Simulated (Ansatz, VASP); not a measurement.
# Two plane-wave programs on ZnSe

```xyz
2
Lattice="0.0000 2.8168 2.8168 2.8168 0.0000 2.8168 2.8168 2.8168 0.0000" Properties=species:S:1:pos:R:3 pbc="T T T"
Zn    0.0000    0.0000    0.0000
Se    1.4084    1.4084    1.4084
```

Alike in both runs: functional PBEsol; k mesh 8 × 8 × 8; occupations gaussian, width 0.02 eV; no spin polarisation.

Ansatz relaxed the structure, and its values are those at the end. VASP's run is a single point on that final structure, the one shown.

|  | VASP | Ansatz |
| --- | --- | --- |
| version | VASP 6.6.1 | Ansatz 0.2.0 |
| potentials or method | VASP PAW PBE potentials, release 64 (Zn, Se), cutoff 520 eV | scalar-relativistic, plane waves, PAW |
| valence electrons in the cell | 18 | 28 |

```tsv
	VASP	Ansatz	Ansatz less VASP
gap on the k mesh at the Fermi level (eV)	1.24	1.24	-0.004
least direct gap on the mesh (eV)	1.24	1.24	-0.004
pressure (GPa)	0.3	0.0	-0.27
```

VASP's potentials were made for PBE, not for PBEsol. With one functional, cell and mesh, what is left measures potentials, basis and numerics. VASP's potentials hold 18 valence electrons a cell and Ansatz's 28, so a difference there can come from the potentials and not from the codes.
